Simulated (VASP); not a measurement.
Wanted: the native input for a VASP 6.6.1 run.

- Task: single point
- Functional: LDA
- Potentials or basis: VASP PAW LDA potentials, release 64 (Mg, In_d, N)
- Cutoff: 520 eV
- k mesh: 6 × 6 × 6
- Occupations: gaussian, width 0.01 eV
- Spin: no spin polarisation
- Dipole correction: no
- Further INCAR settings: ALGO = Normal; EDIFF = 1e-06; NBANDS = 27

The structure of MgIn2N2 lies in POSCAR:

```
MgIn2N2
1.0
    1.6315273426      0.9419623625      7.5793744899
   -1.6315273426      0.9419623625      7.5793744899
    0.0000000000     -1.8839257010      7.5793744898
Mg In N
1 2 2
Direct
    0.0000000000      0.0000000000      0.0000000000
    0.4395537396      0.4395537396      0.4395537395
    0.5604462604      0.5604462604      0.5604462605
    0.2768335839      0.2768335839      0.2768335840
    0.7231664161      0.7231664161      0.7231664160
```

The input as run:

INCAR

```
SYSTEM = MgIn2N2
PREC = Accurate
ENCUT = 520
EDIFF = 1E-6
ISMEAR = 0
SIGMA = 0.01
LREAL = .FALSE.
LASPH = .TRUE.
NELM = 60
ALGO = Normal
ISIF = 2
LWAVE = .FALSE.
LCHARG = .TRUE.
LELF = .TRUE.
LVHAR = .TRUE.
NBANDS = 27
```

KPOINTS

```
regular mesh
0
G
  6 6 6
  0 0 0
```

Potentials or basis: VASP PAW LDA potentials, release 64 (Mg, In_d, N).

Launch:

```bash
$ cat potpaw_LDA.64/Mg/POTCAR potpaw_LDA.64/In_d/POTCAR potpaw_LDA.64/N/POTCAR > POTCAR
$ mpirun -np 1 vasp_std > vasp.out
```

Results of the run:

* Pressure: -0.3 GPa
* Largest force: 0.081 eV/Å
* Band gap on the k mesh: 0.47 eV, direct

Caveat: spin-orbit coupling is left out, which moves the levels of the heavy elements.

It took 2.4 min on 1 thread of AMD EPYC 9R45 96-Core Processor (Zen 5) (shared host), peak memory 0.36 GiB.
